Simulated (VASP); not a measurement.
A run of VASP 6.6.1 is set up as follows.

Contents of INCAR:

```
SYSTEM = Al2Au
  ALGO = Normal
  EDIFF = 1E-8
  ENCUT = 520
  IBRION = 8
  ISIF = 2
  ISMEAR = -1
  LASPH = .TRUE.
  LCHARG = .FALSE.
  LREAL = .FALSE.
  LWAVE = .FALSE.
  NELM = 60
  NSW = 1
  PREC = Accurate
  SIGMA = 0.05
```

File KPOINTS:

```
k-points
0
G
  10 10 10
  0 0 0
```

The input POSCAR:

```
Al2Au
1.0
    0.0000000000      2.9788522805      2.9788522805
    2.9788522805      0.0000000000      2.9788522805
    2.9788522805      2.9788522805      0.0000000000
Al Au
2 1
Direct
    0.2500000000      0.2500000000      0.2500000000
    0.7500000000      0.7500000000      0.7500000000
    0.0000000000      0.0000000000      0.0000000000
```

Potentials or basis: VASP PAW LDA potentials, release 64 (Al, Au).

The run is started by

```console
$ cat potpaw_LDA.64/Al/POTCAR potpaw_LDA.64/Au/POTCAR > POTCAR
$ mpirun -np 1 vasp_std > vasp.out
```

(1) Estimate the highest phonon frequency at Γ.

Results:

(1) 270 cm⁻¹.
